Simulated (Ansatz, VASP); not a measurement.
## KTaO3 in VASP and in Ansatz

```xyz
5
Lattice="3.9901 0.0000 0.0000 0.0000 3.9901 0.0000 0.0000 0.0000 4.1497" Properties=species:S:1:pos:R:3 pbc="T T T"
K     0.0000    0.0000    0.0000
Ta    1.9951    1.9951    2.0749
O     1.9951    1.9951    0.0000
O     1.9951    0.0000    2.0749
O     0.0000    1.9951    2.0749
```

Change from the starting cell: uniaxial_z strain +4.0%.

Alike in both runs: task single point; functional PBE; k mesh 6 × 6 × 6; occupations fermi-dirac, width 0.02 eV; no spin polarisation.

|  | VASP | Ansatz |
| --- | --- | --- |
| version | VASP 6.6.1 | Ansatz 0.2.0 |
| potentials or method | VASP PAW PBE potentials, release 64 (K_sv, Ta_pv, O) | plane waves, PAW |
| plane-wave cutoff (eV) | 520 | 420 |
| valence electrons in the cell | 38 | 40 |

Ansatz gave:

| Item | Value |
| --- | --- |
| gap on the k mesh at the Fermi level (eV) | 2.08 |
| pressure (GPa) | -2.0 |
| traceless stress, the component that is largest in VASP (GPa) | -7.95 |

Task: Estimate VASP's values.

Result: gap on the k mesh at the Fermi level (eV): 2.04; pressure (GPa): -1.4; traceless stress, the component that is largest in VASP (GPa): -8.08.

VASP's potentials hold 38 valence electrons a cell and Ansatz's 40, so a difference there can come from the potentials and not from the codes.

Spin-orbit coupling is off throughout.
